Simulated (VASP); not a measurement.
# SiC: single point with r2SCAN

Crystal: SiC.

```xyz
4
Lattice="3.0964 0.0000 0.0000 -1.5482 2.6815 0.0000 0.0000 0.0000 5.0814" Properties=species:S:1:pos:R:3 pbc="T T T"
Si    0.0000    1.7877    0.0000
Si    1.5482    0.8938    2.5407
C     0.0000    1.7877    1.9564
C     1.5482    0.8938    4.4971
```

```json
{
 "Program": "VASP 6.6.1",
 "Task": "single point",
 "Functional": "r2SCAN",
 "Potentials or basis": "VASP PAW PBE potentials, release 64 (Si, C)",
 "Cutoff": "520 eV",
 "k mesh": "12 × 12 × 4",
 "Occupations": "gaussian, width 0.01 eV",
 "Spin": "no spin polarisation",
 "Dipole correction": "no",
 "Further INCAR settings": "ALGO = Normal; EDIFF = 1e-06; NBANDS = 16"
}
```

```json
{"Pressure": "-4.3 GPa", "Largest force": "0.740 eV/Å", "Band gap on the k mesh": "2.73 eV (least direct gap 4.54 eV)"}
```

Forces in eV/Å, atoms in the order of the input:
```
Si   0.000  0.000  0.740
Si   0.000  0.000  0.740
C    0.000  0.000 -0.740
C    0.000  0.000 -0.740
```

Stress tensor (GPa, compression positive):
```
-3.23  0.00  0.00
 0.00 -3.23  0.00
 0.00  0.00 -6.54
```

Levels at points of the mesh, in eV from the valence-band top:
```csv
k point,band 6,band 7,band 8,band 9,band 10,band 11
"(0.00, 0.00, 0.00)",-0.30,-0.30,0.00,5.00,6.35,6.89
"(0.50, 0.00, 0.00)",-3.68,-3.28,-1.56,2.98,4.60,7.15
"(0.00, 0.00, 0.50)",-1.02,-1.02,-1.02,6.11,6.11,7.58
"(0.50, 0.00, 0.50)",-2.80,-2.44,-2.44,3.54,3.54,5.42
```

Wall time 3.1 min on 1 thread of Intel Xeon 8259CL (shared host), peak memory 0.18 GiB.

Caveat: the cell stands under tension; the PAW data sets were made with another functional, which shifts forces and pressure a little. A k mesh can miss the band edges.
